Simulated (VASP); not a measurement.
TaC, 2 atoms in the cell. It takes space group Fm-3m (No. 225, cubic). Conventional cell: a = 4.371 Å, b = 4.371 Å, c = 4.371 Å, α = 90.00°, β = 90.00°, γ = 90.00°. Within 2.9 Å of Ta (site symmetry m-3m) lie 6 C at 2.19 Å. C (site symmetry m-3m) has 6 Ta at 2.19 Å within 2.9 Å. 

| Item | Value |
| --- | --- |
| Program | VASP 6.6.1 |
| Task | single point |
| Functional | PBE |
| Potentials or basis | VASP PAW PBE potentials, release 64 (Ta_pv, C) |
| Cutoff | 600 eV |
| k mesh | 11 × 11 × 11 |
| Occupations | methfessel-paxton, width 0.1 eV |
| Spin | no spin polarisation |
| Dipole correction | no |
| Further INCAR settings | ALGO = Normal; EDIFF = 1e-06; NBANDS = 14 |

Potentials or basis: VASP PAW PBE potentials, release 64 (Ta_pv, C).

Run with:

```sh
$ cat potpaw_PBE.64/Ta_pv/POTCAR potpaw_PBE.64/C/POTCAR > POTCAR
$ mpirun -np 1 vasp_std > vasp.out
```

Hardware: 1 thread of AMD EPYC 7R43 64-Core Processor (Zen 3), with other jobs on the host.

Q: Estimate the wall time of this run.

A: Run time: 34 s on 1 thread of AMD EPYC 7R43 64-Core Processor (Zen 3), with other jobs on the host, peak memory 0.13 GiB. Counts: scf iterations 13, k points 56.
